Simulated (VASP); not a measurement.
# Be2CdS2 (P6/mmm) in VASP: relaxation of cell and atoms with PBE

Aim: the relaxation of cell and atoms of Be2CdS2 with PBE.

Program: VASP 6.6.1. These are calculated values, not measurements. Logs are shortened: lines on timing, memory, paths and dates and some standing lists are left out, and cuts for length are marked.

### Step 1. The cell of the first run

Symmetry: P6/mmm, No. 191, hexagonal system. Conventional cell: a = 4.845 Å, b = 4.845 Å, c = 4.673 Å, α = 90.00°, β = 90.00°, γ = 120.00°. Within 3.1 Å of Be (site symmetry -6m2) lie 2 S at 2.34 Å and 3 Cd at 2.80 Å and 3 Be at 2.80 Å. Within 3.7 Å of Cd (site symmetry 6/mmm) lie 6 Be at 2.80 Å and 12 S at 3.64 Å. S (site symmetry -6m2) has 2 Be at 2.34 Å and 3 S at 2.80 Å within 3.1 Å.

The cell was built from a structure type or drawn by symmetry, and may not be a known phase.

### Step 2. Relaxation of cell and atoms, PBE

Input file INCAR:

```
SYSTEM = Be2CdS2
PREC = Accurate
ENCUT = 600
EDIFF = 1E-7
ISMEAR = 0
SIGMA = 0.1
LREAL = .False.
LASPH = .True.
NELM = 120
ALGO = Normal
ISIF = 3
LWAVE = .False.
LCHARG = .False.
GGA = PE
IBRION = 2
NSW = 90
EDIFFG = -0.04
GGA_COMPAT = .False.
NELMIN = 4
```

Input file KPOINTS:

```
Automatic mesh
0
Gamma
  6 6 4
  0 0 0
```

Input file POSCAR:

```
Be2CdS2
1.0
    4.8448726400      0.0000000000      0.0000000000
   -2.4224363200      4.1957827900      0.0000000000
    0.0000000000      0.0000000000      4.6730366800
Be Cd S
2 1 2
Direct
    0.3333333300      0.6666666700      0.0000000000
    0.6666666700      0.3333333300      0.0000000000
    0.0000000000      0.0000000000      0.0000000000
    0.3333333300      0.6666666700      0.5000000000
    0.6666666700      0.3333333300      0.5000000000
```

Potentials or basis: VASP PAW PBE potentials, release 64 (Be, Cd_sv_GW, S).

Launch:

```bash
> cat potpaw_PBE.64/Be/POTCAR potpaw_PBE.64/Cd_sv_GW/POTCAR potpaw_PBE.64/S/POTCAR > POTCAR
> mpirun -np 1 vasp_std > vasp.out
```

OUTCAR:

```text
SYSTEM = Be2CdS2
   PREC = Accurate
   ENCUT = 600
   EDIFF = 1E-7
   ISMEAR = 0
   LREAL = .False.
   LASPH = .True.
   NELM = 120
   ISIF = 3
   GGA = PE
   IBRION = 2
   NSW = 90
   EDIFFG = -0.04
   NELMIN = 4

 ion  position               nearest neighbor table
   1  0.333  0.667  0.000-   4 2.34   4 2.34
   2  0.667  0.333  0.000-   5 2.34   5 2.34
   3  0.000  0.000  0.000-
   4  0.333  0.667  0.500-   1 2.34   1 2.34
   5  0.667  0.333  0.500-   2 2.34   2 2.34

  LATTYP: Found a hexagonal cell.
 ALAT       =     4.8448726400
 C/A-ratio  =     0.9645324093

  Lattice vectors:

 A1 = (   4.8448726400,   0.0000000000,   0.0000000000)
 A2 = (  -2.4224363200,   4.1957827900,   0.0000000000)
 A3 = (   0.0000000000,   0.0000000000,   4.6730366800)

Analysis of symmetry for initial positions (statically):
=====================================================================
 Subroutine PRICEL returns:
 Original cell was already a primitive cell.

 Routine SETGRP: Setting up the symmetry group for a
 hexagonal supercell.

 Subroutine GETGRP returns: Found 24 space group operations
 (whereof 24 operations were pure point group operations)
 out of a pool of 24 trial point group operations.

The static configuration has the point symmetry D_6h.

Analysis of symmetry for dynamics (positions and initial velocities):
=====================================================================
 Subroutine PRICEL returns:
 Original cell was already a primitive cell.

 Routine SETGRP: Setting up the symmetry group for a
 hexagonal supercell.

 Subroutine GETGRP returns: Found 24 space group operations
 (whereof 24 operations were pure point group operations)
 out of a pool of 24 trial point group operations.

The dynamic configuration has the point symmetry D_6h.

 Subroutine INISYM returns: Found 24 space group operations
 (whereof 24 operations are pure point group operations),
 and found     1 'primitive' translations

----------------------------------------------------------------------------------------

                                     Primitive cell

  volume of cell :      94.9936

  direct lattice vectors                    reciprocal lattice vectors
     4.844872640  0.000000000  0.000000000     0.206403775  0.119167275  0.000000000
    -2.422436320  4.195782790  0.000000000     0.000000000  0.238334549  0.000000000
     0.000000000  0.000000000  4.673036680     0.000000000  0.000000000  0.213993612

  length of vectors
     4.844872640  4.844872645  4.673036680     0.238334549  0.238334549  0.213993612

  position of ions in fractional coordinates (direct lattice)
     0.333333330  0.666666670  0.000000000
     0.666666670  0.333333330  0.000000000
     0.000000000  0.000000000  0.000000000
     0.333333330  0.666666670  0.500000000
     0.666666670  0.333333330  0.500000000

  ion indices of the primitive-cell ions
   primitive index   ion index
                 1           1
                 2           2
                 3           3
                 4           4
                 5           5

----------------------------------------------------------------------------------------

 KPOINTS: Automatic mesh

Automatic generation of k-mesh.
 Grid dimensions read from file:
 generate k-points for:    6    6    4

 Generating k-lattice:

  Cartesian coordinates                     Fractional coordinates (reciprocal lattice)
     0.034400629  0.019861212  0.000000000     0.166666667  0.000000000  0.000000000
     0.000000000  0.039722425  0.000000000     0.000000000  0.166666667  0.000000000
     0.000000000  0.000000000  0.053498403     0.000000000  0.000000000  0.250000000

  Length of vectors
     0.039722425  0.039722425  0.053498403

  Shift w.r.t. Gamma in fractional coordinates (k-lattice)
     0.000000000  0.000000000  0.000000000

 Subroutine IBZKPT returns following result:
 ===========================================

 Found     21 irreducible k-points:

 Following reciprocal coordinates:
            Coordinates               Weight
  0.000000  0.000000  0.000000      1.000000
  0.166667 -0.000000  0.000000      6.000000
  0.333333 -0.000000  0.000000      6.000000
  0.500000 -0.000000  0.000000      3.000000
  0.166667  0.166667  0.000000      6.000000
  0.333333  0.166667  0.000000     12.000000
[... 13 lines left out ...]
  0.333333  0.166667  0.500000     12.000000
  0.333333  0.333333  0.500000      2.000000
   k-points           NKPTS =     21   k-points in BZ     NKDIM =     21   number of bands    NBANDS=     22
   number of dos      NEDOS =    301   number of ions     NIONS =      5
   total plane-waves  NPLWV =  64000
   dimension x,y,z NGX =    40 NGY =   40 NGZ =   40
   dimension x,y,z NGXF=    80 NGYF=   80 NGZF=   80
   ions per type =               2   1   2
   NGX,Y,Z   is equivalent  to a cutoff of  13.73, 13.73, 14.23 a.u.
   NGXF,Y,Z  is equivalent  to a cutoff of  27.45, 27.45, 28.46 a.u.
 SYSTEM =  Be2CdS2
   PREC   = accura    normal or accurate (medium, high low for compatibility)
   ISTART =      0    job   : 0-new  1-cont  2-samecut
   ICHARG =      2    charge: 1-file 2-atom 10-const
   ISPIN  =      1    spin polarized calculation?
   LNONCOLLINEAR =      F non collinear calculations
   LSORBIT =      F    spin-orbit coupling
   LASPH  =      T    aspherical Exc in radial PAW
   ENCUT  =  600.0 eV  44.10 Ry    6.64 a.u.   9.68  9.68  9.33*2*pi/ulx,y,z
   NELM   =    120;   NELMIN=  4; NELMDL= -5     # of ELM steps
   EDIFF  = 0.1E-06   stopping-criterion for ELM
   LREAL  =      F    real-space projection
   EDIFFG = -.4E-01   stopping-criterion for IOM
   NSW    =     90    number of steps for IOM
   IBRION =      2    ionic relax: 0-MD 1-quasi-New 2-CG
   NFREE  =      1    steps in history (QN), initial steepest desc. (CG)
   ISIF   =      3    stress and relaxation
   ISYM   =      2    0-nonsym 1-usesym 2-fastsym
   POTIM  = 0.5000    time-step for ionic-motion
   TEBEG  =    0.0;   TEEND  =   0.0 temperature during run
   PSTRESS=    0.0 pullay stress
   NELECT =      36.0000    total number of electrons
   NUPDOWN=      -1.0000    fix difference up-down
   EMIN   =  10.00;   EMAX   =-10.00  energy-range for DOS
   EFERMI =   0.00;   METHOD = LEGACY
   ISMEAR =     0;   SIGMA  =   0.10  broadening in eV -4-tet -1-fermi 0-gaus
   EFERMI_NEDOS =   21; number of points for ismear=-14 and -15
   IALGO  =     38    algorithm
   IMIX   =      4    mixing-type and parameters
     AMIX     =   0.40;   BMIX     =  1.00
     AMIX_MAG =   1.60;   BMIX_MAG =  1.00
  volume/ion in A,a.u.               =      19.00       128.21
  Fermi-wavevector in a.u.,A,eV,Ry     =   1.184707  2.238771 19.096182  1.403530
  Thomas-Fermi vector in A             =   2.320915
   LORBIT       =      0    0 simple, 1 ext, 2 COOP (PROOUT), +10 PAW based schemes
   GGA     = PE    functional components
   LHFCALC =     F    Hartree Fock is set to
   AEXX    =    0.0000 exact exchange contribution
   IVDW    =     0    specifies the selected vdW correction
   LEPSILON=     F    determine dielectric tensor
   LRPA    =     F    only Hartree local field effects (RPA)
 conjugate gradient relaxation of ions
 non-spin polarized calculation
 Gauss-broadening in eV      SIGMA  =   0.10
  energy-cutoff  :      600.00
  volume of cell :       94.99
 maximum number of plane-waves:      3193
 NGX is ok and might be reduce to    40
   NGX = 19   NGY = 19   NGZ = 19

--------------------------------------- Ionic step        1  -------------------------------------------

 number of electron      36.0000004 magnetization

 Free energy of the ion-electron system (eV)
  ---------------------------------------------------
  ext. energy  EPLUGINS =         0.00000000
  ---------------------------------------------------
  free energy    TOTEN  =       -13.89010874 eV

  energy without entropy =      -13.86769714  energy(sigma->0) =      -13.87890294

------------------------ aborting loop because EDIFF is reached ----------------------------------------

  FORCE on cell =-STRESS in cart. coord.  units (eV):
  Direction    XX          YY          ZZ          XY          YZ          ZX
  --------------------------------------------------------------------------------------
  -------------------------------------------------------------------------------------
  Total       -4.1842847     -4.1842847     -6.0061943      0.0000000      0.0000000      0.0000000
  in kB      -70.5727851    -70.5727852   -101.3013905      0.0000000      0.0000000      0.0000000
  external PRESSURE =     -80.8156536 kB  Pullay stress =       0.0000000 kB
[... 98 lines left out ...]
  FREE ENERGIE OF THE ION-ELECTRON SYSTEM (eV)
  ---------------------------------------------------
  free  energy   TOTEN  =       -14.3584534888 eV

  energy  without entropy=      -14.3344200820  energy(sigma->0) =      -14.34643679

 E-fermi :   5.1169     XC(G=0): -10.0487

 val. band max:        5.1091829267   @ k =   0.1667   0.1667   0.2500
 cond. band min:       5.1204728030   @ k =   0.3333   0.3333   0.2500
 fundamental gap:      0.0112898764
 Fermi energy:         5.1168644044

 k-point     1 :       0.0000    0.0000    0.0000
  band No.  band energies     occupation
      1     -97.0185      2.00000
      2     -58.0688      2.00000
      3     -58.0688      2.00000
      4     -58.0629      2.00000
      5      -9.4091      2.00000
      6      -7.1414      2.00000
[... 499 lines left out ...]
      6      -8.2693      2.00000
[... 14 lines left out ...]
     21       7.8739      0.00000
     22       8.7967      0.00000

 E-fermi :   4.6216     XC(G=0):  -9.8122

 val. band max:        4.6104820359   @ k =   0.1667   0.1667   0.2500
 cond. band min:       4.6479295604   @ k =   0.1667   0.1667   0.5000
 fundamental gap:      0.0374475245
 Fermi energy:         4.6216332716

 k-point     1 :       0.0000    0.0000    0.0000
  band No.  band energies     occupation
      1     -97.4076      2.00000
      2     -58.4613      2.00000
      3     -58.4613      2.00000
      4     -58.4499      2.00000
      5      -9.6298      2.00000
      6      -7.6594      2.00000
[... 499 lines left out ...]
      6      -8.6122      2.00000
[... 14 lines left out ...]
     21       7.4079      0.00000
     22       8.1438      0.00000

[... ionic steps 4 to 32 ...]

--------------------------------------- Ionic step       33  -------------------------------------------

 number of electron      36.0000032 magnetization

------------------------ aborting loop because EDIFF is reached ----------------------------------------

  FORCE on cell =-STRESS in cart. coord.  units (eV):
  Direction    XX          YY          ZZ          XY          YZ          ZX
  --------------------------------------------------------------------------------------
  -------------------------------------------------------------------------------------
  Total       -0.4554858     -0.4554858     -0.9762054      0.0000000     -0.0000000     -0.0000000
  in kB       -5.3556900     -5.3556900    -11.4784109      0.0000000     -0.0000000     -0.0000000
  external PRESSURE =      -7.3965969 kB  Pullay stress =       0.0000000 kB
[... 63 lines left out ...]
  energy  without entropy=      -16.3258945781  energy(sigma->0) =      -16.32589462

--------------------------------------- Ionic step       35  -------------------------------------------

 number of electron      36.0000008 magnetization

 Free energy of the ion-electron system (eV)
  ---------------------------------------------------
  ext. energy  EPLUGINS =         0.00000000
  ---------------------------------------------------
  free energy    TOTEN  =       -16.32698478 eV

  energy without entropy =      -16.32698457  energy(sigma->0) =      -16.32698467

 E-fermi :   1.5987     XC(G=0):  -7.7726

 val. band max:        1.3107377300   @ k =   0.0000   0.0000   0.5000
 cond. band min:       1.9042887732   @ k =   0.5000  -0.0000   0.5000
 fundamental gap:      0.5935510432
 Fermi energy:         1.5987062400

 k-point     1 :       0.0000    0.0000    0.0000
  band No.  band energies     occupation
      1    -100.2025      2.00000
      2     -61.2756      2.00000
      3     -61.2756      2.00000
      4     -61.2509      2.00000
      5     -11.8333      2.00000
      6     -11.4050      2.00000
[... 546 lines left out ...]
  FREE ENERGIE OF THE ION-ELECTRON SYSTEM (eV)
  ---------------------------------------------------
  free  energy   TOTEN  =       -16.3269847754 eV

  energy  without entropy=      -16.3269845737  energy(sigma->0) =      -16.32698467

 reached required accuracy - stopping structural energy minimisation
```

Run time: 17 min. Hardware: 1 thread of AMD EPYC 7R13 (Zen 3), shared host; peak memory 0.27 GiB.

What came out:

```yaml
Free_energy: -16.3270 eV
Relaxed_volume: 26.68 Å³/atom
Relaxed_cell: a = 6.455 Å, b = 6.455 Å, c = 3.696 Å, α = 90.00°, β = 90.00°, γ = 120.00°
Space_group_after_relaxing_to_0.1_Å: P6/mmm (No. 191)
Energy_gained_by_relaxing: 487.4 meV/atom
Ionic_steps: 35
Pressure_after_relaxing: 0.0 GPa
Band_gap_on_the_k_mesh: 0.59 eV (least direct gap 1.20 eV)
```

Step by step:
```tsv
step	energy change (eV)	largest force (eV/Å)	pressure (GPa)	volume (Å³)
1	0.0000	0.0000	-8.08	94.99
2	-0.4458	0.0000	-2.18	82.41
3	-0.4683	0.0000	0.07	79.48
4	-0.4682	0.0000	0.32	79.19
5	-0.4725	0.0000	0.35	79.27
6	-0.4972	0.0000	0.41	79.50
7	-0.5826	0.0000	1.29	79.88
8	-0.7338	0.0000	6.33	80.32
9	-0.1688	0.0000	24.59	79.79
10	-0.8064	0.0000	8.36	80.37
11	-0.7981	0.0000	14.68	80.25
12	-0.8479	0.0000	12.19	80.33
13	-0.8433	0.0000	12.63	80.32
14	-0.8433	0.0000	12.64	80.32
15	-0.8436	0.0000	12.68	80.33
16	-0.8441	0.0000	12.74	80.35
17	-0.8448	0.0000	12.87	80.39
18	-0.8454	0.0000	13.13	80.46
19	-0.8465	0.0000	13.12	80.47
20	-0.8496	0.0000	13.08	80.52
21	-0.8558	0.0000	13.02	80.60
22	-0.8681	0.0000	12.88	80.77
23	-0.8924	0.0000	12.62	81.10
24	-0.9399	0.0000	12.11	81.78
25	-1.0309	0.0000	11.20	83.14
26	-1.1990	0.0000	9.69	85.89
27	-1.4960	0.0000	7.42	91.55
28	-1.9492	0.0000	3.56	103.45
29	-2.3856	0.0000	-0.88	129.71
30	-2.3908	0.0000	-1.91	136.52
31	-2.3947	0.0000	-1.50	133.98
32	-2.4247	0.0000	-0.45	137.16
33	-2.4310	0.0000	-0.74	136.26
34	-2.4358	0.0000	-0.32	134.60
35	-2.4369	0.0000	-0.02	133.38
```

Final structure:
```cif
data_structure
_symmetry_space_group_name_H-M 'P 1'
_symmetry_Int_Tables_number 1
_cell_length_a 6.4551
_cell_length_b 6.4551
_cell_length_c 3.6963
_cell_angle_alpha 90.000
_cell_angle_beta 90.000
_cell_angle_gamma 120.000
_cell_volume 133.38
loop_
_atom_site_label
_atom_site_type_symbol
_atom_site_fract_x
_atom_site_fract_y
_atom_site_fract_z
_atom_site_occupancy
Be1 Be 0.33333 0.66667 0.00000 1
Be2 Be 0.66667 0.33333 0.00000 1
Cd1 Cd 0.00000 0.00000 0.00000 1
S1 S 0.33333 0.66667 0.50000 1
S2 S 0.66667 0.33333 0.50000 1
```

Caveat: the volume moved by over 15 % at a fixed basis, so the end points are rough. A k mesh can miss the band edges.
